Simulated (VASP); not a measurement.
# Co (P6_3/mmc) in VASP: single point with PBE+U

Aim: the single point of Co with PBE+U.

Everything below comes from runs of VASP 6.6.1. Logs are shortened: lines on timing, memory, paths and dates and some standing lists are left out, and cuts for length are marked.

## 1. The cell of the first run

Symmetry: P6_3/mmc, No. 194, hexagonal system. Conventional cell: a = 2.351 Å, b = 2.351 Å, c = 4.126 Å, α = 90.00°, β = 90.00°, γ = 120.00°. Co (site symmetry -6m2) has 12 Co at 2.35 to 2.47 Å within 3.1 Å.

## 2. Single point, PBE+U, collinear spin, ferromagnetic start

INCAR

```
SYSTEM = Co
  PREC = Accurate
  ENCUT = 520
  EDIFF = 1E-6
  ISMEAR = 0
  SIGMA = 0.1
  LREAL = .FALSE.
  LASPH = .TRUE.
  NELM = 150
  ALGO = Normal
  ISIF = 2
  LWAVE = .FALSE.
  LCHARG = .FALSE.
  ISPIN = 2
  MAGMOM = 1.84 1.84
  LORBIT = 11
  LMAXMIX = 4
  LDAU = .TRUE.
  LDAUTYPE = 2
  LDAUL = 2
  LDAUU = 8
  LDAUJ = 0
  LDAUPRINT = 1
  GGA = PE
  NBANDS = 20
```

KPOINTS

```
regular mesh
0
G
  18 18 10
  0 0 0
```

POSCAR

```
Co
1.0
    2.3508180091      0.0000000000      0.0000000000
   -1.1754090045      2.0358681155      0.0000000000
    0.0000000000      0.0000000000      4.1256927372
Co
2
Direct
    0.3333333333      0.6666666667      0.2500000000
    0.6666666667      0.3333333333      0.7500000000
```

Potentials or basis: VASP PAW PBE potentials, release 64 (Co).

The run is started by

```console
> cat potpaw_PBE.64/Co/POTCAR > POTCAR
> mpirun -np 1 vasp_std > vasp.out
```

OUTCAR:

```text
SYSTEM = Co
   PREC = Accurate
   ENCUT = 520
   EDIFF = 1E-6
   ISMEAR = 0
   LREAL = .FALSE.
   LASPH = .TRUE.
   NELM = 150
   ISIF = 2
   ISPIN = 2
   LORBIT = 11
   GGA = PE

 ion  position               nearest neighbor table
   1  0.333  0.667  0.250-   2 2.47   2 2.47   2 2.47   2 2.47   2 2.47   2 2.47
   2  0.667  0.333  0.750-   1 2.47   1 2.47   1 2.47   1 2.47   1 2.47   1 2.47

  LATTYP: Found a hexagonal cell.
 ALAT       =     2.3508180091
 C/A-ratio  =     1.7550030335

  Lattice vectors:

 A1 = (   2.3508180091,   0.0000000000,   0.0000000000)
 A2 = (  -1.1754090045,   2.0358681155,   0.0000000000)
 A3 = (   0.0000000000,   0.0000000000,   4.1256927372)

Analysis of symmetry for initial positions (statically):
=====================================================================
 Subroutine PRICEL returns:
 Original cell was already a primitive cell.

 Routine SETGRP: Setting up the symmetry group for a
 hexagonal supercell.

 Subroutine GETGRP returns: Found 24 space group operations
 (whereof 12 operations were pure point group operations)
 out of a pool of 24 trial point group operations.

The static configuration has the point symmetry D_3d.
 The point group associated with its full space group is D_6h.

Analysis of symmetry for dynamics (positions and initial velocities):
=====================================================================
 Subroutine PRICEL returns:
 Original cell was already a primitive cell.

 Routine SETGRP: Setting up the symmetry group for a
 hexagonal supercell.

 Subroutine GETGRP returns: Found 24 space group operations
 (whereof 12 operations were pure point group operations)
 out of a pool of 24 trial point group operations.

The dynamic configuration has the point symmetry D_3d.
 The point group associated with its full space group is D_6h.

Analysis of structural, dynamic, and magnetic symmetry:
=====================================================================
 Subroutine PRICEL returns:
 Original cell was already a primitive cell.

 Routine SETGRP: Setting up the symmetry group for a
 hexagonal supercell.

 Subroutine GETGRP returns: Found 24 space group operations
 (whereof 12 operations were pure point group operations)
 out of a pool of 24 trial point group operations.

The overall configuration has the point symmetry D_3d.
 The point group associated with its full space group is D_6h.

 Subroutine INISYM returns: Found 24 space group operations
 (whereof 12 operations are pure point group operations),
 and found     1 'primitive' translations

----------------------------------------------------------------------------------------

                                     Primitive cell

  volume of cell :      19.7454

  direct lattice vectors                    reciprocal lattice vectors
     2.350818009  0.000000000  0.000000000     0.425383843  0.245595477  0.000000000
    -1.175409005  2.035868116  0.000000000     0.000000000  0.491190953  0.000000000
     0.000000000  0.000000000  4.125692737     0.000000000  0.000000000  0.242383537

  length of vectors
[... 125 lines left out ...]
atom =   1  type =  1  l = 2

 onsite density matrix

spin component  1

  0.9515  0.0000 -0.0000  0.0000 -0.0000
  0.0000  0.9667 -0.0000  0.0000 -0.0000
 -0.0000 -0.0000  0.9564  0.0000 -0.0000
  0.0000  0.0000  0.0000  0.9667  0.0000
 -0.0000 -0.0000 -0.0000  0.0000  0.9515

spin component  2

  0.8940  0.0000 -0.0000 -0.0000 -0.0000
  0.0000  0.0722  0.0000  0.0000 -0.0000
 -0.0000  0.0000  0.9136 -0.0000 -0.0000
 -0.0000  0.0000 -0.0000  0.0722 -0.0000
 -0.0000 -0.0000 -0.0000 -0.0000  0.8940

 occupancies and eigenvectors

  o =  0.0722  v =  0.0000  0.0000  0.0000  0.0000  0.0000  0.0000 -0.9320  0.0000  0.3624 -0.0000      0.0000  0.0000  0.0000  0.0000  0.0000  0.0000  0.0000  0.0000  0.0000  0.0000
  o =  0.0722  v =  0.0000  0.0000  0.0000  0.0000  0.0000 -0.0000 -0.3624  0.0000 -0.9320 -0.0000      0.0000  0.0000  0.0000  0.0000  0.0000  0.0000  0.0000  0.0000  0.0000  0.0000
  o =  0.8940  v =  0.0000  0.0000  0.0000  0.0000  0.0000 -0.9998  0.0000 -0.0000  0.0000 -0.0194      0.0000  0.0000  0.0000  0.0000  0.0000  0.0000  0.0000  0.0000  0.0000  0.0000
  o =  0.8940  v =  0.0000  0.0000  0.0000  0.0000  0.0000  0.0194  0.0000 -0.0000  0.0000 -0.9998      0.0000  0.0000  0.0000  0.0000  0.0000  0.0000  0.0000  0.0000  0.0000  0.0000
  o =  0.9136  v =  0.0000  0.0000  0.0000  0.0000  0.0000 -0.0000  0.0000  1.0000 -0.0000 -0.0000      0.0000  0.0000  0.0000  0.0000  0.0000  0.0000  0.0000  0.0000  0.0000  0.0000
  o =  0.9515  v =  0.9997 -0.0000  0.0000 -0.0000  0.0245  0.0000  0.0000  0.0000  0.0000  0.0000      0.0000  0.0000  0.0000  0.0000  0.0000  0.0000  0.0000  0.0000  0.0000  0.0000
  o =  0.9515  v = -0.0245 -0.0000  0.0000 -0.0000  0.9997  0.0000  0.0000  0.0000  0.0000  0.0000      0.0000  0.0000  0.0000  0.0000  0.0000  0.0000  0.0000  0.0000  0.0000  0.0000
  o =  0.9564  v = -0.0000  0.0000  1.0000 -0.0000 -0.0000  0.0000  0.0000  0.0000  0.0000  0.0000      0.0000  0.0000  0.0000  0.0000  0.0000  0.0000  0.0000  0.0000  0.0000  0.0000
  o =  0.9667  v =  0.0000  0.9320 -0.0000 -0.3625 -0.0000  0.0000  0.0000  0.0000  0.0000  0.0000      0.0000  0.0000  0.0000  0.0000  0.0000  0.0000  0.0000  0.0000  0.0000  0.0000
  o =  0.9667  v =  0.0000  0.3625 -0.0000  0.9320  0.0000  0.0000  0.0000  0.0000  0.0000  0.0000      0.0000  0.0000  0.0000  0.0000  0.0000  0.0000  0.0000  0.0000  0.0000  0.0000

atom =   2  type =  1  l = 2

 onsite density matrix

spin component  1

  0.9515  0.0000 -0.0000  0.0000 -0.0000
  0.0000  0.9667 -0.0000  0.0000  0.0000
 -0.0000 -0.0000  0.9564  0.0000 -0.0000
  0.0000  0.0000  0.0000  0.9667  0.0000
 -0.0000  0.0000 -0.0000  0.0000  0.9515

spin component  2

  0.8940 -0.0000 -0.0000 -0.0000 -0.0000
 -0.0000  0.0722 -0.0000  0.0000 -0.0000
 -0.0000 -0.0000  0.9136  0.0000 -0.0000
 -0.0000  0.0000  0.0000  0.0722 -0.0000
 -0.0000 -0.0000 -0.0000 -0.0000  0.8940

 occupancies and eigenvectors

  o =  0.0722  v =  0.0000  0.0000  0.0000  0.0000  0.0000 -0.0000 -0.9320  0.0000  0.3624  0.0000      0.0000  0.0000  0.0000  0.0000  0.0000  0.0000  0.0000  0.0000  0.0000  0.0000
  o =  0.0722  v =  0.0000  0.0000  0.0000  0.0000  0.0000 -0.0000 -0.3624  0.0000 -0.9320 -0.0000      0.0000  0.0000  0.0000  0.0000  0.0000  0.0000  0.0000  0.0000  0.0000  0.0000
  o =  0.8940  v =  0.0000  0.0000  0.0000  0.0000  0.0000  0.9929 -0.0000  0.0000  0.0000  0.1190      0.0000  0.0000  0.0000  0.0000  0.0000  0.0000  0.0000  0.0000  0.0000  0.0000
  o =  0.8940  v =  0.0000  0.0000  0.0000  0.0000  0.0000 -0.1190  0.0000  0.0000  0.0000  0.9929      0.0000  0.0000  0.0000  0.0000  0.0000  0.0000  0.0000  0.0000  0.0000  0.0000
  o =  0.9136  v =  0.0000  0.0000  0.0000  0.0000  0.0000 -0.0000  0.0000  1.0000  0.0000 -0.0000      0.0000  0.0000  0.0000  0.0000  0.0000  0.0000  0.0000  0.0000  0.0000  0.0000
  o =  0.9515  v =  0.9955  0.0000  0.0000 -0.0000  0.0952  0.0000  0.0000  0.0000  0.0000  0.0000      0.0000  0.0000  0.0000  0.0000  0.0000  0.0000  0.0000  0.0000  0.0000  0.0000
  o =  0.9515  v = -0.0952  0.0000  0.0000 -0.0000  0.9955  0.0000  0.0000  0.0000  0.0000  0.0000      0.0000  0.0000  0.0000  0.0000  0.0000  0.0000  0.0000  0.0000  0.0000  0.0000
  o =  0.9564  v = -0.0000 -0.0000  1.0000 -0.0000 -0.0000  0.0000  0.0000  0.0000  0.0000  0.0000      0.0000  0.0000  0.0000  0.0000  0.0000  0.0000  0.0000  0.0000  0.0000  0.0000
  o =  0.9667  v =  0.0000  0.9320  0.0000 -0.3625 -0.0000  0.0000  0.0000  0.0000  0.0000  0.0000      0.0000  0.0000  0.0000  0.0000  0.0000  0.0000  0.0000  0.0000  0.0000  0.0000
  o =  0.9667  v =  0.0000  0.3625  0.0000  0.9320  0.0000  0.0000  0.0000  0.0000  0.0000  0.0000      0.0000  0.0000  0.0000  0.0000  0.0000  0.0000  0.0000  0.0000  0.0000  0.0000

 number of electron      18.0000010 magnetization       3.7372174

 Free energy of the ion-electron system (eV)
  ---------------------------------------------------
  ext. energy  EPLUGINS =         0.00000000
  ---------------------------------------------------
  free energy    TOTEN  =        -3.99836040 eV

  energy without entropy =       -3.99498317  energy(sigma->0) =       -3.99667179

 E-fermi :  11.6153     XC(G=0): -13.8057

 val. band max:       11.5997046015   @ k =   0.1111   0.0556   0.1000
 cond. band min:      11.6176583565   @ k =   0.4444   0.1111   0.0000
 fundamental gap:      0.0179537550
 Fermi energy:        11.6152587854

 spin component 1

 k-point     1 :       0.0000    0.0000    0.0000
  band No.  band energies     occupation
      1       2.1009      1.00000
      2       3.6592      1.00000
      3       5.4626      1.00000
      4       6.2745      1.00000
      5       6.2745      1.00000
      6       6.7606      1.00000
[... 1097 lines left out ...]
     19      35.9173      0.00000
     20      37.8935      0.00000

 [... further k-points ...]

------------------------ aborting loop because EDIFF is reached ----------------------------------------

  FORCE on cell =-STRESS in cart. coord.  units (eV):
  Direction    XX          YY          ZZ          XY          YZ          ZX
  --------------------------------------------------------------------------------------
  -------------------------------------------------------------------------------------
  Total        5.8984846      5.8984846      7.9165552      0.0000000     -0.0000000      0.0000000
  in kB      478.6141161    478.6141160    642.3641481      0.0000000     -0.0000000      0.0000000
  external PRESSURE =     533.1974601 kB  Pullay stress =       0.0000000 kB

 VOLUME and BASIS-vectors are now :
 -----------------------------------------------------------------------------
  energy-cutoff  :      520.00
  volume of cell :       19.75
      direct lattice vectors                 reciprocal lattice vectors
     2.350818009  0.000000000  0.000000000     0.425383843  0.245595477  0.000000000
    -1.175409005  2.035868116  0.000000000     0.000000000  0.491190953  0.000000000
     0.000000000  0.000000000  4.125692737     0.000000000  0.000000000  0.242383537

 POSITION                                       TOTAL-FORCE (eV/Angst)
 -----------------------------------------------------------------------------------
     -0.00000      1.35725      1.03142        -0.000000      0.000000      0.000000
      1.17541      0.67862      3.09427         0.000000     -0.000000      0.000000
 -----------------------------------------------------------------------------------
    total drift:                                0.000000     -0.000000     -0.000000

  FREE ENERGIE OF THE ION-ELECTRON SYSTEM (eV)
  ---------------------------------------------------
  free  energy   TOTEN  =        -3.9983603992 eV

  energy  without entropy=       -3.9949831710  energy(sigma->0) =       -3.99667179

 total charge

# of ion       s       p       d       tot
------------------------------------------
    1        0.525   0.553   7.600   8.679
    2        0.525   0.553   7.600   8.679
--------------------------------------------------
tot          1.050   1.107  15.201  17.358

 magnetization (x)

# of ion       s       p       d       tot
------------------------------------------
    1       -0.007  -0.049   1.944   1.888
    2       -0.007  -0.049   1.944   1.888
--------------------------------------------------
tot         -0.015  -0.098   3.888   3.776
```

It took 97 s on 1 thread of Intel Xeon 6975P-C (Granite Rapids), shared host; peak memory 0.23 GiB.

Results:

```
Free energy                                           : -3.9984 eV
Pressure                                              : 53.3 GPa
Net moment                                            : 3.74 μB per cell
Site moments                                          : Co +1.89 μB
Valence electrons inside the program's atomic spheres : Co 8.68
```

Stress tensor (GPa, compression positive):
```
47.86  0.00  0.00
 0.00 47.86  0.00
 0.00  0.00 64.24
```

Levels at points of the mesh, in eV from the Fermi level:
Spin up:
```
           k point  band 9  band 10  band 11  band 12  band 13  band 14
(0.00, 0.00, 0.00)   -4.56    -4.37    -4.37    -1.43     4.88    23.18
(0.50, 0.00, 0.00)   -2.23    -2.11     0.93     3.24     8.49    10.05
(0.00, 0.00, 0.50)   -4.28    -4.28    -4.28    -4.28    12.41    12.41
(0.50, 0.00, 0.50)   -2.17    -2.17     1.65     1.65     6.71     6.71
```
Spin down:
```tsv
k point	band 6	band 7	band 8	band 9	band 10	band 11
(0.00, 0.00, 0.00)	-2.82	-2.82	-0.97	4.81	4.81	5.74
(0.50, 0.00, 0.00)	-0.20	-0.14	1.65	2.26	3.61	4.15
(0.00, 0.00, 0.50)	-3.00	-3.00	-3.00	5.38	5.38	5.38
(0.50, 0.00, 0.50)	-0.25	0.53	0.53	3.23	3.23	4.65
```

Eigenvalues of the final occupation matrices:
| site | spin | trace | eigenvalues |
| --- | --- | --- | --- |
| site 1 d | 1 | 4.79 | 0.95 0.95 0.96 0.97 0.97 |
| site 1 d | 2 | 2.85 | 0.07 0.07 0.89 0.89 0.91 |
| site 2 d | 1 | 4.79 | 0.95 0.95 0.96 0.97 0.97 |
| site 2 d | 2 | 2.85 | 0.07 0.07 0.89 0.89 0.91 |

Caveat: the cell stands under pressure; the U is typed as a test and isn't derived for this compound. The state reached can hang on the start; a lower one may exist.
